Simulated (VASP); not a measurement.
# GaP (F-43m) in VASP: a series of runs

GaP is run at these levels: PBE; tasks: single point, relaxation of cell and atoms.

Program: VASP 6.6.1. These are calculated values, not measurements. Logs are shortened: lines on timing, memory, paths and dates and some standing lists are left out, and cuts for length are marked.

### 1 The cell of the first run

It takes space group F-43m (No. 216, cubic). The conventional cell has a = 5.505 Å, b = 5.505 Å, c = 5.505 Å, α = 90.00°, β = 90.00°, γ = 90.00°. Within 3.1 Å of Ga (site symmetry -43m) lie 4 P at 2.38 Å. Within 3.1 Å of P (site symmetry -43m) lie 4 Ga at 2.38 Å.

### 2 Single point, PBE

INCAR reads:

```
SYSTEM = GaP
PREC = Accurate
ENCUT = 520
EDIFF = 1E-7
ISMEAR = 0
SIGMA = 0.02
LREAL = .False.
LASPH = .True.
NELM = 80
ALGO = Normal
ISIF = 2
LWAVE = .False.
LCHARG = .False.
GGA = PE
NBANDS = 16
```

KPOINTS reads:

```
regular mesh
0
Gamma
  8 8 8
  0 0 0
```

POSCAR reads:

```
GaP
1.0
    0.0000000000      2.7525584756      2.7525584756
    2.7525584756      0.0000000000      2.7525584756
    2.7525584756      2.7525584756      0.0000000000
Ga P
1 1
Direct
    0.0000000000      0.0000000000      0.0000000000
    0.2500000000      0.2500000000      0.2500000000
```

Potentials or basis: VASP PAW PBE potentials, release 64 (Ga_d, P).

Run with:

```console
cat potpaw_PBE.64/Ga_d/POTCAR potpaw_PBE.64/P/POTCAR > POTCAR
mpirun -np 1 vasp_std > vasp.out
```

OUTCAR:

```text
SYSTEM = GaP
   PREC = Accurate
   ENCUT = 520
   EDIFF = 1E-7
   ISMEAR = 0
   LREAL = .False.
   LASPH = .True.
   NELM = 80
   ISIF = 2
   GGA = PE

 ion  position               nearest neighbor table
   1  0.000  0.000  0.000-   2 2.38   2 2.38   2 2.38   2 2.38
   2  0.250  0.250  0.250-   1 2.38   1 2.38   1 2.38   1 2.38

  LATTYP: Found a face centered cubic cell.
 ALAT       =     5.5051169512

  Lattice vectors:

 A1 = (   0.0000000000,   2.7525584756,   2.7525584756)
 A2 = (   2.7525584756,   0.0000000000,   2.7525584756)
 A3 = (   2.7525584756,   2.7525584756,   0.0000000000)

Analysis of symmetry for initial positions (statically):
=====================================================================
 Subroutine PRICEL returns:
 Original cell was already a primitive cell.

 Routine SETGRP: Setting up the symmetry group for a
 face centered cubic supercell.

 Subroutine GETGRP returns: Found 24 space group operations
 (whereof 24 operations were pure point group operations)
 out of a pool of 48 trial point group operations.

The static configuration has the point symmetry T_d .

Analysis of symmetry for dynamics (positions and initial velocities):
=====================================================================
 Subroutine PRICEL returns:
 Original cell was already a primitive cell.

 Routine SETGRP: Setting up the symmetry group for a
 face centered cubic supercell.

 Subroutine GETGRP returns: Found 24 space group operations
 (whereof 24 operations were pure point group operations)
 out of a pool of 48 trial point group operations.

The dynamic configuration has the point symmetry T_d .

 Subroutine INISYM returns: Found 24 space group operations
 (whereof 24 operations are pure point group operations),
 and found     1 'primitive' translations

----------------------------------------------------------------------------------------

                                     Primitive cell

  volume of cell :      41.7099

  direct lattice vectors                    reciprocal lattice vectors
     0.000000000  2.752558476  2.752558476    -0.181649184  0.181649184  0.181649184
     2.752558476  0.000000000  2.752558476     0.181649184 -0.181649184  0.181649184
     2.752558476  2.752558476  0.000000000     0.181649184  0.181649184 -0.181649184

  length of vectors
     3.892705527  3.892705527  3.892705527     0.314625615  0.314625615  0.314625615

[... 73 lines left out ...]
   ICHARG =      2    charge: 1-file 2-atom 10-const
   ISPIN  =      1    spin polarized calculation?
   LNONCOLLINEAR =      F non collinear calculations
   LSORBIT =      F    spin-orbit coupling
   LASPH  =      T    aspherical Exc in radial PAW
   ENCUT  =  520.0 eV  38.22 Ry    6.18 a.u.   7.24  7.24  7.24*2*pi/ulx,y,z
   NELM   =     80;   NELMIN=  2; NELMDL= -5     # of ELM steps
   EDIFF  = 0.1E-06   stopping-criterion for ELM
   LREAL  =      F    real-space projection
   EDIFFG = 0.1E-05   stopping-criterion for IOM
   NSW    =      0    number of steps for IOM
   IBRION =     -1    ionic relax: 0-MD 1-quasi-New 2-CG
   NFREE  =      0    steps in history (QN), initial steepest desc. (CG)
   ISIF   =      2    stress and relaxation
   ISYM   =      2    0-nonsym 1-usesym 2-fastsym
   POTIM  = 0.5000    time-step for ionic-motion
   TEBEG  =    0.0;   TEEND  =   0.0 temperature during run
   PSTRESS=    0.0 pullay stress
   NELECT =      18.0000    total number of electrons
   NUPDOWN=      -1.0000    fix difference up-down
   EMIN   =  10.00;   EMAX   =-10.00  energy-range for DOS
   EFERMI =   0.00;   METHOD = LEGACY
   ISMEAR =     0;   SIGMA  =   0.02  broadening in eV -4-tet -1-fermi 0-gaus
   EFERMI_NEDOS =   21; number of points for ismear=-14 and -15
   IALGO  =     38    algorithm
   IMIX   =      4    mixing-type and parameters
     AMIX     =   0.40;   BMIX     =  1.00
     AMIX_MAG =   1.60;   BMIX_MAG =  1.00
  volume/ion in A,a.u.               =      20.85       140.74
  Fermi-wavevector in a.u.,A,eV,Ry     =   1.237141  2.337857 20.823951  1.530517
  Thomas-Fermi vector in A             =   2.371720
   LORBIT       =      0    0 simple, 1 ext, 2 COOP (PROOUT), +10 PAW based schemes
   GGA     = PE    functional components
   LHFCALC =     F    Hartree Fock is set to
   AEXX    =    0.0000 exact exchange contribution
   IVDW    =     0    specifies the selected vdW correction
   LEPSILON=     F    determine dielectric tensor
   LRPA    =     F    only Hartree local field effects (RPA)
 non-spin polarized calculation
 Gauss-broadening in eV      SIGMA  =   0.02
  energy-cutoff  :      520.00
  volume of cell :       41.71
 maximum number of plane-waves:      1158
 NGX is ok and might be reduce to    30
   NGX = 15   NGY = 15   NGZ = 15

 number of electron      18.0000003 magnetization

 Free energy of the ion-electron system (eV)
  ---------------------------------------------------
  ext. energy  EPLUGINS =         0.00000000
  ---------------------------------------------------
  free energy    TOTEN  =        -9.12558135 eV

  energy without entropy =       -9.12558135  energy(sigma->0) =       -9.12558135

 E-fermi :   4.5082     XC(G=0):  -9.6971

 val. band max:        4.3520560524   @ k =   0.0000   0.0000   0.0000
 cond. band min:       5.9318788256   @ k =   0.0000   0.0000   0.0000
 fundamental gap:      1.5798227731
 Fermi energy:         4.5081564578

 k-point     1 :       0.0000    0.0000    0.0000
  band No.  band energies     occupation
      1     -10.1521      2.00000
      2     -10.1521      2.00000
      3     -10.1521      2.00000
      4     -10.0613      2.00000
      5     -10.0613      2.00000
      6      -7.9188      2.00000
[... 433 lines left out ...]
      3     -10.1132      2.00000
      4     -10.0657      2.00000
      5     -10.0546      2.00000
      6      -5.5606      2.00000
[... 8 lines left out ...]
     15      16.2470      0.00000
     16      16.6889      0.00000

 [... further k-points ...]
[... 5 lines left out ...]
  --------------------------------------------------------------------------------------
  -------------------------------------------------------------------------------------
  Total        0.0086140      0.0086140      0.0086140      0.0000000      0.0000000      0.0000000
  in kB        0.3308850      0.3308850      0.3308850      0.0000000      0.0000000      0.0000000
  external PRESSURE =       0.3308850 kB  Pullay stress =       0.0000000 kB

 VOLUME and BASIS-vectors are now :
 -----------------------------------------------------------------------------
  energy-cutoff  :      520.00
  volume of cell :       41.71
      direct lattice vectors                 reciprocal lattice vectors
     0.000000000  2.752558476  2.752558476    -0.181649184  0.181649184  0.181649184
     2.752558476  0.000000000  2.752558476     0.181649184 -0.181649184  0.181649184
     2.752558476  2.752558476  0.000000000     0.181649184  0.181649184 -0.181649184

 POSITION                                       TOTAL-FORCE (eV/Angst)
 -----------------------------------------------------------------------------------
      0.00000      0.00000      0.00000         0.000000      0.000000      0.000000
      1.37628      1.37628      1.37628        -0.000000     -0.000000     -0.000000
 -----------------------------------------------------------------------------------
    total drift:                                0.000002      0.000002      0.000002

  FREE ENERGIE OF THE ION-ELECTRON SYSTEM (eV)
  ---------------------------------------------------
  free  energy   TOTEN  =        -9.1255813476 eV

  energy  without entropy=       -9.1255813476  energy(sigma->0) =       -9.12558135
```

stdout:

```text
POSCAR found type information on POSCAR GaP
 POSCAR found :  2 types and       2 ions
 scaLAPACK will be used
 LDA part: xc-table for (Slater+PW92), standard interpolation
 POSCAR, INCAR and KPOINTS ok, starting setup
 FFT: planning ... GRIDC
 FFT: planning ... GRID_SOFT
 FFT: planning ... GRID
 WAVECAR not read
 entering main loop
```

Run time: 29 s. Hardware: 1 thread of AMD EPYC 7R43 (Zen 3), shared host; peak memory 0.14 GiB.

What came out:

```
Free energy            : -9.1256 eV
Pressure               : 0.0 GPa
Band gap on the k mesh : 1.58 eV, direct
```

### 3 Relaxation of cell and atoms, PBE

This run uses another cell than the first one, of 20.25 Å³/atom, 0.971 times its volume.

INCAR reads:

```
  PREC = Accurate
  ENCUT = 600
  EDIFF = 1E-6
  ISMEAR = 0
  SIGMA = 0.02
  LREAL = F
  LASPH = T
  NELM = 100
  ALGO = Normal
  ISIF = 3
  LWAVE = F
  LCHARG = F
  GGA = PE
  IBRION = 2
  NSW = 100
  EDIFFG = -0.01
```

KPOINTS reads:

```
Automatic mesh
0
Gamma
  8 8 8
```

POSCAR reads:

```
GaP
1.0
    0.0000000000      2.7258124400      2.7258124400
    2.7258124400      0.0000000000      2.7258124400
    2.7258124400      2.7258124400      0.0000000000
Ga P
1 1
Direct
    0.0000000000      0.0000000000      0.0000000000
    0.2500000000      0.2500000000      0.2500000000
```

Potentials or basis: VASP PAW PBE potentials, release 64 (Ga_d, P).

Run with:

```console
cat potpaw_PBE.64/Ga_d/POTCAR potpaw_PBE.64/P/POTCAR > POTCAR
mpirun -np 1 vasp_std > vasp.out
```

It took 51 s on 1 thread of AMD EPYC 7R43 (Zen 3), shared host; peak memory 0.16 GiB.

It converged, with:

```yaml
Free_energy: -9.1253 eV
Relaxed_volume: 20.86 Å³/atom
Relaxed_cell: a = 3.893 Å, b = 3.893 Å, c = 3.893 Å, α = 60.00°, β = 60.00°, γ = 60.00°
Space_group_after_relaxing_to_0.05_Å: F-43m (No. 216)
Energy_gained_by_relaxing: 4.4 meV/atom
Ionic_steps: 3
Pressure_after_relaxing: 0.1 GPa
Band_gap_on_the_k_mesh: 1.58 eV, direct
```

Step by step:
| step | energy change (eV) | largest force (eV/Å) | pressure (GPa) | volume (Å³) |
| --- | --- | --- | --- | --- |
| 1 | 0.0000 | 0.0000 | 2.36 | 40.51 |
| 2 | -0.0070 | 0.0000 | -1.01 | 42.28 |
| 3 | -0.0088 | 0.0000 | 0.05 | 41.72 |

Final structure:
```
Ga P
1.0
     0.00000    2.75283    2.75283
     2.75283    0.00000    2.75283
     2.75283    2.75283    0.00000
Ga P
1 1
Direct
  0.00000 0.00000 0.00000
  0.25000 0.25000 0.25000
```

Levels at points of the mesh, in eV from the valence-band top:
| k point | band 6 | band 7 | band 8 | band 9 | band 10 | band 11 | band 12 | band 13 |
| --- | --- | --- | --- | --- | --- | --- | --- | --- |
| (0.00, 0.00, 0.00) | -12.27 | 0.00 | 0.00 | 0.00 | 1.58 | 3.90 | 3.90 | 3.90 |
| (0.50, 0.00, 0.00) | -10.30 | -6.46 | -1.07 | -1.07 | 1.58 | 4.73 | 4.73 | 8.23 |
| (0.50, 0.50, 0.00) | -9.44 | -6.61 | -2.58 | -2.58 | 1.72 | 1.85 | 10.37 | 10.37 |

A k mesh can miss the band edges. PBE gaps usually lie below the measured ones, often by a third to a half.
